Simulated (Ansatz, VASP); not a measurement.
## One calculation of SrO, two programs

```
CELL_PARAMETERS angstrom
0.00000 2.57989 2.57989
2.57989 0.00000 2.57989
2.57989 2.57989 0.00000
ATOMIC_POSITIONS crystal
Sr 0.00000 0.00000 0.00000
O 0.50000 0.50000 0.50000
```

Alike in both runs: task single point; functional HSE06; k mesh 6 × 6 × 6; no spin polarisation.

|  | VASP | Ansatz |
| --- | --- | --- |
| version | VASP 6.6.1 | Ansatz 0.2.0 |
| potentials or method | VASP PAW PBE potentials, release 64 (Sr_sv, O) | plane waves, PAW |
| plane-wave cutoff (eV) | 520 | 420 |
| occupations | gaussian, width 0.01 eV | fixed |
| valence electrons in the cell | 16 | 16 |

Ansatz gave:

| Property | Result |
| --- | --- |
| gap on the k mesh at the Fermi level (eV) | 4.79 |
| pressure (GPa) | -0.3 |

Question: What did VASP give for the same quantities?

Answer: gap on the k mesh at the Fermi level (eV): 4.74; pressure (GPa): 0.2.

Ansatz's warnings: stress exchange threshold loose, stress scf threshold loose.
